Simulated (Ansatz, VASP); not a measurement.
## SiO2: VASP beside Ansatz

```xyz
9
Lattice="5.0597 0.0000 0.0000 -2.5298 4.3818 0.0000 0.0000 0.0000 5.5411" Properties=species:S:1:pos:R:3 pbc="T T T"
Si   -1.2649    2.1909    1.8470
Si    1.2649    2.1909    3.6941
Si    2.5298    0.0000    0.0000
O     0.9493    3.4693    4.6176
O     2.5298    2.5568    2.7705
O     3.4792    0.9125    0.9235
O     1.5805    0.9125    4.6176
O     0.0000    1.8250    2.7705
O    -0.9493    3.4693    0.9235
```

Alike in both runs: functional r2SCAN; k mesh 6 × 6 × 4; occupations gaussian, width 0.02 eV; no spin polarisation.

Ansatz relaxed the structure, and its values are those at the end. VASP's run is a single point on that final structure, the one shown.

|  | VASP | Ansatz |
| --- | --- | --- |
| version | VASP 6.6.1 | Ansatz 0.2.0 |
| potentials or method | VASP PAW PBE potentials, release 64 (Si, O), cutoff 520 eV | scalar-relativistic, plane waves, PAW |
| valence electrons in the cell | 48 | 48 |

```tsv
	VASP	Ansatz	Ansatz less VASP
gap on the k mesh at the Fermi level (eV)	6.30	6.30	+0.003
least direct gap on the mesh (eV)	6.49	6.49	0.000
pressure (GPa)	0.1	0.0	-0.17
rms of the force components (eV/Å)	0.006	0.001	-0.0053
```

VASP's potentials were made for PBE, not for r2SCAN. The functional is the same, so the differences come from potentials, cutoffs and numerics.
